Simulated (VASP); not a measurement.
# Ge in VASP: single point with PBE

Aim: the single point of Ge with PBE.

All numbers are computed with VASP 6.6.1; they aren't measurements. Logs are shortened: lines on timing, memory, paths and dates and some standing lists are left out, and cuts for length are marked.

## 1. The cell of the first run

The cell holds a slab with vacuum, 8 atoms: a = 4.000 Å, b = 4.000 Å, c = 26.901 Å, α = 90.00°, β = 90.00°, γ = 90.00°.

## 2. Single point, PBE

Contents of INCAR:

```
SYSTEM = Ge
  ALGO = Normal
  DIPOL = 0.5 0.5 0.503
  EDIFF = 1E-6
  ENCUT = 520
  GGA = PE
  IDIPOL = 3
  ISIF = 2
  ISMEAR = 0
  LASPH = .True.
  LCHARG = .False.
  LDIPOL = .True.
  LREAL = .False.
  LWAVE = .False.
  NBANDS = 66
  NELM = 100
  PREC = Accurate
  SIGMA = 0.1
```

Contents of KPOINTS:

```
k-points
0
Gamma
  7 7 1
  0 0 0
```

Contents of POSCAR:

```
Ge
1.0
    4.0004849000      0.0000000000      0.0000000000
    0.0000000000      4.0004849000      0.0000000000
    0.0000000000      0.0000000000     26.9006949861
Ge
8
Direct
    0.0000000000      0.5000000000      0.3159769666
    0.0000000000      0.0000000000      0.3685549761
    0.5000000000      0.0000000000      0.4211329857
    0.5000000000      0.5000000000      0.4737109952
    0.0000000000      0.5000000000      0.5280898111
    0.0000000000      0.0000000000      0.5834425039
    0.5000000000      0.0000000000      0.6376809419
    0.5000000000      0.5000000000      0.6948235201
```

Potentials or basis: VASP PAW PBE potentials, release 64 (Ge_d).

Started as:

```sh
> cat potpaw_PBE.64/Ge_d/POTCAR > POTCAR
> mpirun -np 1 vasp_std > vasp.out
```

OUTCAR:

```text
SYSTEM = Ge
   EDIFF = 1E-6
   ENCUT = 520
   GGA = PE
   ISIF = 2
   ISMEAR = 0
   LASPH = .True.
   LREAL = .False.
   NELM = 100
   PREC = Accurate

 ion  position               nearest neighbor table
   1  0.000  0.500  0.316-   2 2.45   2 2.45
   2  0.000  0.000  0.369-   1 2.45   1 2.45   3 2.45   3 2.45
   3  0.500  0.000  0.421-   4 2.45   4 2.45   2 2.45   2 2.45
   4  0.500  0.500  0.474-   3 2.45   3 2.45   5 2.48   5 2.48
   5  0.000  0.500  0.528-   4 2.48   4 2.48   6 2.49   6 2.49
   6  0.000  0.000  0.583-   7 2.48   7 2.48   5 2.49   5 2.49
   7  0.500  0.000  0.638-   6 2.48   6 2.48   8 2.52   8 2.52
   8  0.500  0.500  0.695-   7 2.52   7 2.52

  LATTYP: Found a simple tetragonal cell.
 ALAT       =     4.0004849000
 C/A-ratio  =     6.7243585862

  Lattice vectors:

 A1 = (   4.0004849000,   0.0000000000,   0.0000000000)
 A2 = (   0.0000000000,   4.0004849000,   0.0000000000)
 A3 = (   0.0000000000,   0.0000000000,  26.9006949861)

Analysis of symmetry for initial positions (statically):
=====================================================================
 Subroutine PRICEL returns:
 Original cell was already a primitive cell.

 Routine SETGRP: Setting up the symmetry group for a
 simple tetragonal supercell.

 Subroutine GETGRP returns: Found  4 space group operations
 (whereof  4 operations were pure point group operations)
 out of a pool of 16 trial point group operations.

The static configuration has the point symmetry C_2v.

Analysis of symmetry for dynamics (positions and initial velocities):
=====================================================================
 Subroutine PRICEL returns:
 Original cell was already a primitive cell.

 Routine SETGRP: Setting up the symmetry group for a
 simple tetragonal supercell.

 Subroutine GETGRP returns: Found  4 space group operations
 (whereof  4 operations were pure point group operations)
 out of a pool of 16 trial point group operations.

The dynamic configuration has the point symmetry C_2v.

 Subroutine INISYM returns: Found  4 space group operations
 (whereof  4 operations are pure point group operations),
 and found     1 'primitive' translations

----------------------------------------------------------------------------------------

                                     Primitive cell

  volume of cell :     430.5155

  direct lattice vectors                    reciprocal lattice vectors
     4.000484900  0.000000000  0.000000000     0.249969697  0.000000000  0.000000000
     0.000000000  4.000484900  0.000000000     0.000000000  0.249969697  0.000000000
     0.000000000  0.000000000 26.900694986     0.000000000  0.000000000  0.037173761

  length of vectors
     4.000484900  4.000484900 26.900694986     0.249969697  0.249969697  0.037173761

  position of ions in fractional coordinates (direct lattice)
     0.000000000  0.500000000  0.315976967
     0.000000000  0.000000000  0.368554976
     0.500000000  0.000000000  0.421132986
     0.500000000  0.500000000  0.473710995
     0.000000000  0.500000000  0.528089811
     0.000000000  0.000000000  0.583442504
     0.500000000  0.000000000  0.637680942
     0.500000000  0.500000000  0.694823520

  ion indices of the primitive-cell ions
   primitive index   ion index
                 1           1
                 2           2
                 3           3
                 4           4
                 5           5
                 6           6
                 7           7
                 8           8

----------------------------------------------------------------------------------------

 KPOINTS: k-points

Automatic generation of k-mesh.
 Grid dimensions read from file:
 generate k-points for:    7    7    1

 Generating k-lattice:

  Cartesian coordinates                     Fractional coordinates (reciprocal lattice)
     0.035709957  0.000000000  0.000000000     0.142857143  0.000000000  0.000000000
     0.000000000  0.035709957  0.000000000     0.000000000  0.142857143  0.000000000
     0.000000000  0.000000000  0.037173761     0.000000000  0.000000000  1.000000000

  Length of vectors
     0.035709957  0.035709957  0.037173761

  Shift w.r.t. Gamma in fractional coordinates (k-lattice)
     0.000000000  0.000000000  0.000000000

 Subroutine IBZKPT returns following result:
 ===========================================

 Found     16 irreducible k-points:

 Following reciprocal coordinates:
            Coordinates               Weight
  0.000000  0.000000  0.000000      1.000000
  0.142857  0.000000  0.000000      2.000000
  0.000000  0.142857  0.000000      2.000000
  0.285714  0.000000  0.000000      2.000000
  0.000000  0.285714  0.000000      2.000000
  0.428571  0.000000  0.000000      2.000000
[... 8 lines left out ...]
 -0.285714  0.428571  0.000000      4.000000
  0.428571  0.428571  0.000000      4.000000
   k-points           NKPTS =     16   k-points in BZ     NKDIM =     16   number of bands    NBANDS=     66
   number of dos      NEDOS =    301   number of ions     NIONS =      8
   total plane-waves  NPLWV = 180000
   dimension x,y,z NGX =    30 NGY =   30 NGZ =  200
   dimension x,y,z NGXF=    60 NGYF=   60 NGZF=  400
   ions per type =               8
   NGX,Y,Z   is equivalent  to a cutoff of  12.47, 12.47, 12.36 a.u.
   NGXF,Y,Z  is equivalent  to a cutoff of  24.93, 24.93, 24.72 a.u.
 SYSTEM =  Ge
   PREC   = accura    normal or accurate (medium, high low for compatibility)
   ISTART =      0    job   : 0-new  1-cont  2-samecut
   ICHARG =      2    charge: 1-file 2-atom 10-const
   ISPIN  =      1    spin polarized calculation?
   LNONCOLLINEAR =      F non collinear calculations
   LSORBIT =      F    spin-orbit coupling
   LASPH  =      T    aspherical Exc in radial PAW
   ENCUT  =  520.0 eV  38.22 Ry    6.18 a.u.   7.44  7.44 50.02*2*pi/ulx,y,z
   NELM   =    100;   NELMIN=  2; NELMDL= -5     # of ELM steps
   EDIFF  = 0.1E-05   stopping-criterion for ELM
   LREAL  =      F    real-space projection
   EDIFFG = 0.1E-04   stopping-criterion for IOM
   NSW    =      0    number of steps for IOM
   IBRION =     -1    ionic relax: 0-MD 1-quasi-New 2-CG
   NFREE  =      0    steps in history (QN), initial steepest desc. (CG)
   ISIF   =      2    stress and relaxation
   ISYM   =      2    0-nonsym 1-usesym 2-fastsym
   POTIM  = 0.5000    time-step for ionic-motion
   TEBEG  =    0.0;   TEEND  =   0.0 temperature during run
   PSTRESS=    0.0 pullay stress
   NELECT =     112.0000    total number of electrons
   NUPDOWN=      -1.0000    fix difference up-down
   EMIN   =  10.00;   EMAX   =-10.00  energy-range for DOS
   EFERMI =   0.00;   METHOD = LEGACY
   ISMEAR =     0;   SIGMA  =   0.10  broadening in eV -4-tet -1-fermi 0-gaus
   EFERMI_NEDOS =   21; number of points for ismear=-14 and -15
   IALGO  =     38    algorithm
   IMIX   =      4    mixing-type and parameters
     AMIX     =   0.40;   BMIX     =  1.00
     AMIX_MAG =   1.60;   BMIX_MAG =  1.00
  volume/ion in A,a.u.               =      53.81       363.16
  Fermi-wavevector in a.u.,A,eV,Ry     =   1.045084  1.974923 14.860294  1.092201
  Thomas-Fermi vector in A             =   2.179865
   LORBIT       =      0    0 simple, 1 ext, 2 COOP (PROOUT), +10 PAW based schemes
   GGA     = PE    functional components
   LHFCALC =     F    Hartree Fock is set to
   AEXX    =    0.0000 exact exchange contribution
   IVDW    =     0    specifies the selected vdW correction
   LEPSILON=     F    determine dielectric tensor
   LRPA    =     F    only Hartree local field effects (RPA)
 non-spin polarized calculation
 Gauss-broadening in eV      SIGMA  =   0.10
  energy-cutoff  :      520.00
  volume of cell :      430.52
 maximum number of plane-waves:     11709
 NGX is ok and might be reduce to    30
   NGX = 15   NGY = 15   NGZ =101

 dipolmoment           0.000000      0.000000     -0.052385 electrons x Angstroem

 number of electron     111.9999931 magnetization

 dipolmoment           0.000000      0.000000      0.004823 electrons x Angstroem

 Free energy of the ion-electron system (eV)
  ---------------------------------------------------
  ext. energy  EPLUGINS =         0.00000000
  ---------------------------------------------------
  free energy    TOTEN  =       -33.22412534 eV

  energy without entropy =      -33.19943693  energy(sigma->0) =      -33.21178114

 E-fermi :  -1.0612     XC(G=0):  -4.9032

 val. band max:       -1.0686990626   @ k =   0.4286   0.1429   0.0000
 cond. band min:      -1.0314087973   @ k =   0.0000   0.1429   0.0000
 fundamental gap:      0.0372902653
 Fermi energy:        -1.0611819145

 k-point     1 :       0.0000    0.0000    0.0000
  band No.  band energies     occupation
      1     -25.5370      2.00000
      2     -25.4823      2.00000
      3     -25.4725      2.00000
      4     -25.4665      2.00000
      5     -25.4567      2.00000
      6     -25.4436      2.00000
[... 58 lines left out ...]
     65       1.8766      0.00000
     66       2.6115      0.00000

 k-point     2 :       0.1429    0.0000    0.0000
  band No.  band energies     occupation
      1     -25.5376      2.00000
      2     -25.4914      2.00000
      3     -25.4668      2.00000
      4     -25.4638      2.00000
      5     -25.4525      2.00000
      6     -25.4468      2.00000
[... 58 lines left out ...]
     65       2.7260      0.00000
     66       2.9073      0.00000

 k-point     3 :       0.0000    0.1429    0.0000
  band No.  band energies     occupation
      1     -25.5405      2.00000
      2     -25.4827      2.00000
      3     -25.4750      2.00000
      4     -25.4633      2.00000
      5     -25.4537      2.00000
      6     -25.4428      2.00000
[... 886 lines left out ...]
     65       3.6709      0.00000
     66       4.4340      0.00000

 k-point    16 :       0.4286    0.4286    0.0000
  band No.  band energies     occupation
      1     -25.5331      2.00000
      2     -25.5144      2.00000
      3     -25.4761      2.00000
      4     -25.4694      2.00000
      5     -25.4224      2.00000
      6     -25.4064      2.00000
[... 58 lines left out ...]
     65       3.6510      0.00000
     66       3.7406      0.00000

------------------------ aborting loop because EDIFF is reached ----------------------------------------

 vacuum level on the upper side and lower side of the slab       (xc-potential included)        -0.100        -0.157

  FORCE on cell =-STRESS in cart. coord.  units (eV):
  Direction    XX          YY          ZZ          XY          YZ          ZX
  --------------------------------------------------------------------------------------
  -------------------------------------------------------------------------------------
  Total        0.0936215      1.8820439      1.8225378      0.0000000      0.0000000      0.0000000
  in kB        0.3484155      7.0040876      6.7826338      0.0000000      0.0000000      0.0000000
  external PRESSURE =       4.7117123 kB  Pullay stress =       0.0000000 kB

 VOLUME and BASIS-vectors are now :
 -----------------------------------------------------------------------------
  energy-cutoff  :      520.00
  volume of cell :      430.52
      direct lattice vectors                 reciprocal lattice vectors
     4.000484900  0.000000000  0.000000000     0.249969697  0.000000000  0.000000000
     0.000000000  4.000484900  0.000000000     0.000000000  0.249969697  0.000000000
     0.000000000  0.000000000 26.900694986     0.000000000  0.000000000  0.037173761

 POSITION                                       TOTAL-FORCE (eV/Angst)
 -----------------------------------------------------------------------------------
      0.00000      2.00024      8.50000         0.000000      0.000000     -0.486585
      0.00000      0.00000      9.91438         0.000000      0.000000      0.041853
      2.00024      0.00000     11.32877         0.000000      0.000000      0.052567
      2.00024      2.00024     12.74315         0.000000      0.000000      0.377661
      0.00000      2.00024     14.20598         0.000000      0.000000      0.019689
      0.00000      0.00000     15.69501         0.000000      0.000000      0.002726
      2.00024      0.00000     17.15406         0.000000      0.000000     -0.005067
      2.00024      2.00024     18.69124         0.000000      0.000000     -0.002844
 -----------------------------------------------------------------------------------
    total drift:                                0.000000      0.000000      0.008225

  FREE ENERGIE OF THE ION-ELECTRON SYSTEM (eV)
  ---------------------------------------------------
  free  energy   TOTEN  =       -33.2241253376 eV

  energy  without entropy=      -33.1994369331  energy(sigma->0) =      -33.21178114

 vacuum level on the upper side and lower side of the slab         3.949         3.891
```

Run time: 12 min. Hardware: 1 thread of Intel Xeon 8259CL, shared host; peak memory 0.58 GiB.

What came out:

```
Free energy            : -33.2241 eV
Largest force          : 0.487 eV/Å
Band gap on the k mesh : zero (bands 56 and 57 overlap by 0.81 eV)
```

Forces on the atoms (eV/Å):
```
Ge   0.000  0.000 -0.487
Ge   0.000  0.000  0.042
Ge   0.000  0.000  0.053
Ge   0.000  0.000  0.378
Ge   0.000  0.000  0.020
Ge   0.000  0.000  0.003
Ge   0.000  0.000 -0.005
Ge   0.000  0.000 -0.003
```

The gap in the log of VASP goes by the Fermi energy; the results here count the filled bands.